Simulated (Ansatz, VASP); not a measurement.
## One calculation of MoS2, two programs

```
CELL_PARAMETERS angstrom
1.53706 0.88742 5.99653
-1.53706 0.88742 5.99653
0.00000 -1.77485 5.99653
ATOMIC_POSITIONS crystal
Mo 0.00002 0.00002 0.00002
S 0.75356 0.75356 0.75356
S 0.57972 0.57972 0.57972
```

Change from the starting cell: strain -0.0250 x Voigt [1, 1, 0, 0, 0, 0], atoms carried along.

Alike in both runs: task single point; functional PBE; dispersion D3(BJ); k mesh 12 × 12 × 12; occupations gaussian, width 0.05 eV; no spin polarisation.

|  | VASP | Ansatz |
| --- | --- | --- |
| version | VASP 6.6.1 | Ansatz 0.2.0 |
| potentials or method | VASP PAW PBE potentials, release 64 (Mo_sv, S), cutoff 520 eV | scalar-relativistic, plane waves, PAW |
| valence electrons in the cell | 26 | 26 |

|  | VASP | Ansatz | Ansatz less VASP |
| --- | --- | --- | --- |
| gap on the k mesh at the Fermi level (eV) | 0.85 | 0.83 | -0.018 |
| least direct gap on the mesh (eV) | 2.04 | 2.03 | -0.005 |
| pressure (GPa) | 8.4 | 8.6 | +0.16 |
| traceless stress, the component that is largest in VASP (GPa) | -2.75 | -2.70 | +0.053 |
| rms of the force components (eV/Å) | 0.248 | 0.257 | +0.0085 |

Atom by atom the forces differ by 0.009 eV/Å (rms over components).
